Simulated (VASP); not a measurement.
Here is a VASP 6.6.1 calculation.

The input INCAR:

```
SYSTEM = ZnS
PREC = Accurate
ENCUT = 600
EDIFF = 1E-6
ISMEAR = 0
SIGMA = 0.01
LREAL = .False.
LASPH = .True.
NELM = 80
ALGO = Normal
ISIF = 3
LWAVE = .False.
LCHARG = .False.
IBRION = 2
NSW = 100
EDIFFG = -0.002
PSTRESS = 150.0
```

File KPOINTS:

```
regular mesh
0
Gamma
  8 8 8
  0 0 0
```

The input POSCAR:

```
ZnS
1.0
    0.0000000000      2.6484702549      2.6484702549
    2.6484702549      0.0000000000      2.6484702549
    2.6484702549      2.6484702549      0.0000000000
Zn S
1 1
Direct
    0.7500000000      0.7500000000      0.7500000000
    0.0000000000      0.0000000000      0.0000000000
```

Potentials or basis: VASP PAW LDA potentials, release 64 (Zn, S).

The run is started by

```console
$ cat potpaw_LDA.64/Zn/POTCAR potpaw_LDA.64/S/POTCAR > POTCAR
$ mpirun -np 1 vasp_std > vasp.out
```

Estimate the band gap on the k mesh.

2.73 eV, indirect (least direct gap 2.76 eV).

Estimate the relaxed cell.

a = 3.590 Å, b = 3.590 Å, c = 3.590 Å, α = 60.00°, β = 60.00°, γ = 60.00°.

The path:
```
step  energy change (eV)  largest force (eV/Å)  pressure (GPa)  volume (Å³)
   1              0.0000                0.0000            0.26        37.15
   2              0.8488                0.0000           40.16        28.70
   3              0.1787                0.0000           14.52        32.83
   4              0.1871                0.0000           14.92        32.73
   5              0.1951                0.0000           15.30        32.65
   6              0.1827                0.0000           14.71        32.78
   7              0.1887                0.0000           14.97        32.72
   8              0.1892                0.0000           15.02        32.71
   9              0.1890                0.0000           14.98        32.71
  10              0.1898                0.0000           15.10        32.71
  11              0.1891                0.0000           15.02        32.71
  12              0.1891                0.0000           14.99        32.71
```

Caveat: the cell is relaxed towards a set pressure, so the enthalpy falls and the energy may rise. A k mesh can miss the band edges.
